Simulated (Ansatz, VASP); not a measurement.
Two plane-wave programs on Rh

```xyz
6
Lattice="1.8900 -1.8900 0.0000 1.8900 0.0000 -1.8900 7.7043 7.7043 7.7043" Properties=species:S:1:pos:R:3 pbc="T T T"
Rh    3.1499   -0.6301   -0.6301
Rh    6.9299    6.9299    6.9299
Rh    3.1499    1.2599    1.2599
Rh    6.9299    3.1499    3.1499
Rh    3.1499    3.1499    3.1499
Rh    6.9299    5.0399    5.0399
```

Alike in both runs: task single point; functional PBEsol; k mesh 25 × 25 × 5; occupations gaussian, width 0.15 eV; no spin polarisation.

|  | VASP | Ansatz |
| --- | --- | --- |
| version | VASP 6.6.1 | Ansatz 0.2.0 |
| potentials or method | VASP PAW PBE potentials, release 64 (Rh_pv), cutoff 520 eV | scalar-relativistic, plane waves, PAW |
| valence electrons in the cell | 90 | 102 |

```csv
,VASP,Ansatz,Ansatz less VASP
gap on the k mesh at the Fermi level (eV),none,none,-
pressure (GPa),-4.0,-3.8,+0.12
"traceless stress, the component that is largest in VASP (GPa)",-1.89,-1.89,-0.002
rms of the force components (eV/Å),0.336,0.336,+0.0002
```

VASP's potentials were made for PBE, not for PBEsol. Atom by atom the forces differ by 0.000 eV/Å (rms over components). A gap of «none» marks a metal or a gap that the smearing closes. VASP's potentials hold 90 valence electrons a cell and Ansatz's 102, so a difference there can come from the potentials and not from the codes.
